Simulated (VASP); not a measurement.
Wanted: the native input for a VASP 6.6.1 run.

- Task: single point
- Functional: PBE
- Potentials or basis: VASP PAW PBE potentials, release 64 (Rb_sv, Br)
- Cutoff: 520 eV
- k mesh: 6 × 6 × 6
- Occupations: fermi-dirac, width 0.02 eV
- Spin: no spin polarisation
- Dipole correction: no
- Further INCAR settings: ALGO = Normal; EDIFF = 1e-07; NBANDS = 15

The structure of RbBr lies in POSCAR:

```
RbBr
1.0
    0.0000000000      3.5086792153      3.5086792153
    3.5086792153      0.0000000000      3.5086792153
    3.5086792153      3.5086792153      0.0000000000
Rb Br
1 1
Direct
    0.0000000000      0.0000000000      0.0000000000
    0.5000000000      0.5000000000      0.5000000000
```

These files were run (other wordings do the same):

INCAR

```
ALGO = Normal ; EDIFF = 1E-7
ENCUT = 520 ; GGA = PE
ISIF = 2 ; ISMEAR = -1
LASPH = T ; LCHARG = F
LREAL = F ; LWAVE = F
NBANDS = 15 ; NELM = 100
PREC = Accurate ; SIGMA = 0.02
```

KPOINTS

```
k-points
0
Gamma
  6 6 6
```

Potentials or basis: VASP PAW PBE potentials, release 64 (Rb_sv, Br).

Launch:

```bash
$ cat potpaw_PBE.64/Rb_sv/POTCAR potpaw_PBE.64/Br/POTCAR > POTCAR
$ mpirun -np 1 vasp_std > vasp.out
```

It gave:

The pressure is 0.0 GPa. The band gap on the k mesh is 4.19 eV, direct.

It took 27 s on 1 thread of Intel(R) Xeon(R) Platinum 8124M CPU @ 3.00GHz (Skylake/Cascade Lake), with other jobs on the host, peak memory 0.24 GiB.
